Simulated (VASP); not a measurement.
# NiO (Fm-3m) in VASP: further runs

Runs on NiO. Level: PBE+U. Tasks: single point, density of states.

All numbers are computed with VASP 6.6.1; they aren't measurements. Logs are shortened: lines on timing, memory, paths and dates and some standing lists are left out, and cuts for length are marked.

## (1) The cell of the first run

It takes space group Fm-3m (No. 225, cubic). The conventional cell has a = 4.180 Å, b = 4.180 Å, c = 4.180 Å, α = 90.00°, β = 90.00°, γ = 90.00°. Ni (site symmetry m-3m) has 6 O at 2.09 Å within 2.8 Å. O (site symmetry m-3m) has 6 Ni at 2.09 Å within 2.8 Å.

## (2) Single point, PBE+U, collinear spin, ferromagnetic start (volume scaled by 0.94)

Input file INCAR:

```
  PREC = Accurate
  ENCUT = 600
  EDIFF = 1E-6
  ISMEAR = 0
  SIGMA = 0.02
  LREAL = F
  LASPH = T
  NELM = 200
  ALGO = Normal
  ISIF = 2
  LWAVE = F
  LCHARG = F
  ISPIN = 2
  MAGMOM = 1.91 0.21
  LORBIT = 11
  LMAXMIX = 4
  LDAU = T
  LDAUTYPE = 2
  LDAUL = 2 -1
  LDAUU = 6.2 0
  LDAUJ = 0 0
  LDAUPRINT = 1
  GGA = PE
  NBANDS = 23
  GGA_COMPAT = F
```

Input file KPOINTS:

```
regular mesh
0
Gamma
  12 12 12
```

Input file POSCAR:

```
NiO
1.0
    0.0000000000      2.0901797489      2.0901797489
    2.0901797489      0.0000000000      2.0901797489
    2.0901797489      2.0901797489      0.0000000000
Ni O
1 1
Direct
    0.0000000000      0.0000000000      0.0000000000
    0.5000000000      0.5000000000      0.5000000000
```

Potentials or basis: VASP PAW PBE potentials, release 64 (Ni_sv_GW, O).

On the command line:

```console
$ cat potpaw_PBE.64/Ni_sv_GW/POTCAR potpaw_PBE.64/O/POTCAR > POTCAR
$ mpirun -np 1 vasp_std > vasp.out
```

OUTCAR:

```text
PREC = Accurate
   ENCUT = 600
   EDIFF = 1E-6
   ISMEAR = 0
   LREAL = F
   LASPH = T
   NELM = 200
   ISIF = 2
   ISPIN = 2
   LORBIT = 11
   GGA = PE

 ion  position               nearest neighbor table
   1  0.000  0.000  0.000-   2 2.09   2 2.09   2 2.09   2 2.09   2 2.09   2 2.09
   2  0.500  0.500  0.500-   1 2.09   1 2.09   1 2.09   1 2.09   1 2.09   1 2.09

  LATTYP: Found a face centered cubic cell.
 ALAT       =     4.1803594978

  Lattice vectors:

 A1 = (   0.0000000000,   2.0901797489,   2.0901797489)
 A2 = (   2.0901797489,   0.0000000000,   2.0901797489)
 A3 = (   2.0901797489,   2.0901797489,   0.0000000000)

Analysis of symmetry for initial positions (statically):
=====================================================================
 Subroutine PRICEL returns:
 Original cell was already a primitive cell.

 Routine SETGRP: Setting up the symmetry group for a
 face centered cubic supercell.

 Subroutine GETGRP returns: Found 48 space group operations
 (whereof 48 operations were pure point group operations)
 out of a pool of 48 trial point group operations.

The static configuration has the point symmetry O_h .

Analysis of symmetry for dynamics (positions and initial velocities):
=====================================================================
 Subroutine PRICEL returns:
 Original cell was already a primitive cell.

 Routine SETGRP: Setting up the symmetry group for a
 face centered cubic supercell.

 Subroutine GETGRP returns: Found 48 space group operations
 (whereof 48 operations were pure point group operations)
 out of a pool of 48 trial point group operations.

The dynamic configuration has the point symmetry O_h .

Analysis of structural, dynamic, and magnetic symmetry:
=====================================================================
 Subroutine PRICEL returns:
 Original cell was already a primitive cell.

 Routine SETGRP: Setting up the symmetry group for a
 face centered cubic supercell.

 Subroutine GETGRP returns: Found 48 space group operations
 (whereof 48 operations were pure point group operations)
 out of a pool of 48 trial point group operations.

The overall configuration has the point symmetry O_h .

 Subroutine INISYM returns: Found 48 space group operations
 (whereof 48 operations are pure point group operations),
 and found     1 'primitive' translations

----------------------------------------------------------------------------------------

                                     Primitive cell

  volume of cell :      18.2634

  direct lattice vectors                    reciprocal lattice vectors
     0.000000000  2.090179749  2.090179749    -0.239213876  0.239213876  0.239213876
     2.090179749  0.000000000  2.090179749     0.239213876 -0.239213876  0.239213876
     2.090179749  2.090179749  0.000000000     0.239213876  0.239213876 -0.239213876

  length of vectors
     2.955960549  2.955960549  2.955960549     0.414330588  0.414330588  0.414330588

  position of ions in fractional coordinates (direct lattice)
     0.000000000  0.000000000  0.000000000
     0.500000000  0.500000000  0.500000000

  ion indices of the primitive-cell ions
   primitive index   ion index
                 1           1
                 2           2

----------------------------------------------------------------------------------------

 KPOINTS: regular mesh

Automatic generation of k-mesh.
 Grid dimensions read from file:
[... 59 lines left out ...]
   ISPIN  =      2    spin polarized calculation?
   LNONCOLLINEAR =      F non collinear calculations
   LSORBIT =      F    spin-orbit coupling
   LASPH  =      T    aspherical Exc in radial PAW
   ENCUT  =  600.0 eV  44.10 Ry    6.64 a.u.   5.90  5.90  5.90*2*pi/ulx,y,z
   NELM   =    200;   NELMIN=  2; NELMDL= -5     # of ELM steps
   EDIFF  = 0.1E-05   stopping-criterion for ELM
   LREAL  =      F    real-space projection
   EDIFFG = 0.1E-04   stopping-criterion for IOM
   NSW    =      0    number of steps for IOM
   IBRION =     -1    ionic relax: 0-MD 1-quasi-New 2-CG
   NFREE  =      0    steps in history (QN), initial steepest desc. (CG)
   ISIF   =      2    stress and relaxation
   ISYM   =      2    0-nonsym 1-usesym 2-fastsym
   POTIM  = 0.5000    time-step for ionic-motion
   TEBEG  =    0.0;   TEEND  =   0.0 temperature during run
   PSTRESS=    0.0 pullay stress
   NELECT =      24.0000    total number of electrons
   NUPDOWN=      -1.0000    fix difference up-down
   EMIN   =  10.00;   EMAX   =-10.00  energy-range for DOS
   EFERMI =   0.00;   METHOD = LEGACY
   ISMEAR =     0;   SIGMA  =   0.02  broadening in eV -4-tet -1-fermi 0-gaus
   EFERMI_NEDOS =   21; number of points for ismear=-14 and -15
   IALGO  =     38    algorithm
   IMIX   =      4    mixing-type and parameters
     AMIX     =   0.40;   BMIX     =  1.00
     AMIX_MAG =   1.60;   BMIX_MAG =  1.00
  volume/ion in A,a.u.               =       9.13        61.62
  Fermi-wavevector in a.u.,A,eV,Ry     =   1.793157  3.388575 43.748329  3.215411
  Thomas-Fermi vector in A             =   2.855374
   LORBIT       =     11    0 simple, 1 ext, 2 COOP (PROOUT), +10 PAW based schemes
 LDA+U is selected, type is set to LDAUTYPE =  2
   angular momentum for each species LDAUL =     2   -1
   U (eV)           for each species LDAUU =   6.2  0.0
   J (eV)           for each species LDAUJ =   0.0  0.0
   GGA     = PE    functional components
   LHFCALC =     F    Hartree Fock is set to
   AEXX    =    0.0000 exact exchange contribution
   IVDW    =     0    specifies the selected vdW correction
   LEPSILON=     F    determine dielectric tensor
   LRPA    =     F    only Hartree local field effects (RPA)
 spin polarized calculation
 Gauss-broadening in eV      SIGMA  =   0.02
  energy-cutoff  :      600.00
  volume of cell :       18.26
 maximum number of plane-waves:       620
   NGX = 11   NGY = 11   NGZ = 11

atom =   1  type =  1  l = 2

 onsite density matrix

spin component  1

  0.9387  0.0000  0.0000  0.0000 -0.0000
  0.0000  0.9387  0.0000  0.0000  0.0000
  0.0000  0.0000  0.9699  0.0000 -0.0000
  0.0000  0.0000  0.0000  0.9387  0.0000
 -0.0000  0.0000 -0.0000  0.0000  0.9699

spin component  2

  0.9316  0.0000 -0.0000  0.0000  0.0000
  0.0000  0.9316 -0.0000  0.0000 -0.0000
 -0.0000 -0.0000  0.0959 -0.0000 -0.0000
  0.0000  0.0000 -0.0000  0.9316 -0.0000
  0.0000 -0.0000 -0.0000 -0.0000  0.0959

 occupancies and eigenvectors

  o =  0.0959  v =  0.0000  0.0000  0.0000  0.0000  0.0000  0.0000 -0.0000 -0.0339 -0.0000  0.9994      0.0000  0.0000  0.0000  0.0000  0.0000  0.0000  0.0000  0.0000  0.0000  0.0000
  o =  0.0959  v =  0.0000  0.0000  0.0000  0.0000  0.0000  0.0000 -0.0000  0.9994 -0.0000  0.0339      0.0000  0.0000  0.0000  0.0000  0.0000  0.0000  0.0000  0.0000  0.0000  0.0000
  o =  0.9316  v =  0.0000  0.0000  0.0000  0.0000  0.0000  0.0000  0.2396  0.0000  0.9709  0.0000      0.0000  0.0000  0.0000  0.0000  0.0000  0.0000  0.0000  0.0000  0.0000  0.0000
  o =  0.9316  v =  0.0000  0.0000  0.0000  0.0000  0.0000  0.0000 -0.9709 -0.0000  0.2396  0.0000      0.0000  0.0000  0.0000  0.0000  0.0000  0.0000  0.0000  0.0000  0.0000  0.0000
  o =  0.9316  v =  0.0000  0.0000  0.0000  0.0000  0.0000  1.0000  0.0000  0.0000  0.0000  0.0000      0.0000  0.0000  0.0000  0.0000  0.0000  0.0000  0.0000  0.0000  0.0000  0.0000
  o =  0.9387  v =  0.0000 -0.2897  0.0000  0.9571 -0.0000  0.0000  0.0000  0.0000  0.0000  0.0000      0.0000  0.0000  0.0000  0.0000  0.0000  0.0000  0.0000  0.0000  0.0000  0.0000
  o =  0.9387  v =  1.0000  0.0000  0.0000  0.0000  0.0000  0.0000  0.0000  0.0000  0.0000  0.0000      0.0000  0.0000  0.0000  0.0000  0.0000  0.0000  0.0000  0.0000  0.0000  0.0000
  o =  0.9387  v =  0.0000  0.9571 -0.0000  0.2897  0.0000  0.0000  0.0000  0.0000  0.0000  0.0000      0.0000  0.0000  0.0000  0.0000  0.0000  0.0000  0.0000  0.0000  0.0000  0.0000
  o =  0.9699  v =  0.0000  0.0000  0.9991  0.0000  0.0420  0.0000  0.0000  0.0000  0.0000  0.0000      0.0000  0.0000  0.0000  0.0000  0.0000  0.0000  0.0000  0.0000  0.0000  0.0000
  o =  0.9699  v =  0.0000 -0.0000 -0.0420 -0.0000  0.9991  0.0000  0.0000  0.0000  0.0000  0.0000      0.0000  0.0000  0.0000  0.0000  0.0000  0.0000  0.0000  0.0000  0.0000  0.0000

 number of electron      24.0000015 magnetization       2.0000057

 Free energy of the ion-electron system (eV)
  ---------------------------------------------------
  ext. energy  EPLUGINS =         0.00000000
  ---------------------------------------------------
  free energy    TOTEN  =       -10.21934028 eV

  energy without entropy =      -10.21934028  energy(sigma->0) =      -10.21934028

 E-fermi :   6.4550     XC(G=0): -12.9938

 val. band max:        6.2620914083   @ k =   0.5000   0.0000   0.0000
 cond. band min:       8.5812103365   @ k =   0.0000   0.0000   0.0000
 fundamental gap:      2.3191189281
 Fermi energy:         6.4549575830

 spin component 1

 k-point     1 :       0.0000    0.0000    0.0000
  band No.  band energies     occupation
      1     -97.7854      1.00000
      2     -58.1692      1.00000
      3     -58.1692      1.00000
      4     -58.1692      1.00000
      5     -12.9519      1.00000
      6       0.6258      1.00000
[... 1241 lines left out ...]
     22      37.7007      0.00000
     23      38.0590      0.00000

 [... further k-points ...]
[... 5 lines left out ...]
  --------------------------------------------------------------------------------------
  -------------------------------------------------------------------------------------
  Total        0.9917525      0.9917525      0.9917525     -0.0000000      0.0000000      0.0000000
  in kB       87.0027499     87.0027499     87.0027499     -0.0000000      0.0000000      0.0000000
  external PRESSURE =      87.0027499 kB  Pullay stress =       0.0000000 kB

 VOLUME and BASIS-vectors are now :
 -----------------------------------------------------------------------------
  energy-cutoff  :      600.00
  volume of cell :       18.26
      direct lattice vectors                 reciprocal lattice vectors
     0.000000000  2.090179749  2.090179749    -0.239213876  0.239213876  0.239213876
     2.090179749  0.000000000  2.090179749     0.239213876 -0.239213876  0.239213876
     2.090179749  2.090179749  0.000000000     0.239213876  0.239213876 -0.239213876

 POSITION                                       TOTAL-FORCE (eV/Angst)
 -----------------------------------------------------------------------------------
      0.00000      0.00000      0.00000        -0.000000     -0.000000     -0.000000
      2.09018      2.09018      2.09018         0.000000      0.000000      0.000000
 -----------------------------------------------------------------------------------
    total drift:                                0.000000     -0.000000     -0.000000

  FREE ENERGIE OF THE ION-ELECTRON SYSTEM (eV)
  ---------------------------------------------------
  free  energy   TOTEN  =       -10.2193402810 eV

  energy  without entropy=      -10.2193402810  energy(sigma->0) =      -10.21934028

 total charge

# of ion       s       p       d       f       tot
--------------------------------------------------
    1        2.162   6.236   7.717   0.009  16.125
    2        1.544   3.500   0.000   0.000   5.044
--------------------------------------------------
tot          3.707   9.736   7.717   0.009  21.170

 magnetization (x)

# of ion       s       p       d       f       tot
--------------------------------------------------
    1        0.010   0.012   1.767   0.001   1.790
    2        0.022   0.151   0.000   0.000   0.173
--------------------------------------------------
tot          0.032   0.163   1.767   0.001   1.963
```

Run time: 57 s. Hardware: 1 thread of Intel Xeon Platinum 8488C (Sapphire Rapids), shared host; peak memory 0.2 GiB.

What came out:

| Item | Value |
| --- | --- |
| Free energy | -10.2193 eV |
| Pressure | 8.7 GPa |
| Band gap on the k mesh | 2.32 eV, indirect (least direct gap 3.45 eV) |
| Net moment | 2.00 μB per cell |
| Site moments | Ni +1.79; O +0.17 μB |
| Valence electrons inside the program's atomic spheres | Ni 16.12; O 5.04 |

Eigenvalues of the final occupation matrices:
| site | spin | trace | eigenvalues |
| --- | --- | --- | --- |
| site 1 d | 1 | 4.76 | 0.94 0.94 0.94 0.97 0.97 |
| site 1 d | 2 | 2.99 | 0.10 0.10 0.93 0.93 0.93 |

Caveat: a cell with one magnetic atom can't hold antiferromagnetic order, which such compounds often take. The state reached can hang on the start; a lower one may exist.

[end of part 1 of 2]
